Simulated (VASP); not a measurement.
A run of VASP 6.6.1 is set up as follows.

Contents of POSCAR:

```
B
1.0
    0.0000000000      1.4270815038      1.4270815038
    1.4270815038      0.0000000000      1.4270815038
    1.4270815038      1.4270815038      0.0000000000
B
1
Direct
    0.0000000000      0.0000000000      0.0000000000
```

Contents of INCAR.step1:

```
SYSTEM = B
PREC = Accurate ; ENCUT = 600
ISMEAR = 0 ; SIGMA = 0.1
LREAL = .FALSE. ; LASPH = .TRUE.
NELM = 60 ; GGA = PE
ALGO = Normal ; EDIFF = 1E-4
LWAVE = .TRUE. ; LCHARG = .FALSE.
```

File INCAR.step2:

```
SYSTEM = B
PREC = Accurate ; ENCUT = 600
EDIFF = 1E-6 ; ISMEAR = 0
SIGMA = 0.1 ; LREAL = .FALSE.
LASPH = .TRUE. ; NELM = 60
ALGO = Normal ; ISIF = 3
LWAVE = .FALSE. ; LCHARG = .FALSE.
METAGGA = R2SCAN ; LMIXTAU = .TRUE.
IBRION = 2 ; NSW = 100
EDIFFG = -0.01 ; ISTART = 1
```

File KPOINTS:

```
regular mesh
0
G
  32 32 32
  0 0 0
```

Potentials or basis: VASP PAW PBE potentials, release 64 (B).

Launch:

```bash
$ cat potpaw_PBE.64/B/POTCAR > POTCAR
$ cp INCAR.step1 INCAR
$ mpirun -np 1 vasp_std > vasp.out
$ cp INCAR.step2 INCAR
$ mpirun -np 1 vasp_std > vasp.out
```

Q: Estimate the band gap on the k mesh.

A: Zero (an odd number of electrons rules out a gap without spin polarisation).

Final structure:
```
B
1.0
     0.00000    1.42708    1.42708
     1.42708    0.00000    1.42708
     1.42708    1.42708    0.00000
B
1
Direct
  0.00000 0.00000 0.00000
```

Caveat: the relaxation stopped at its first step, so nothing moved.
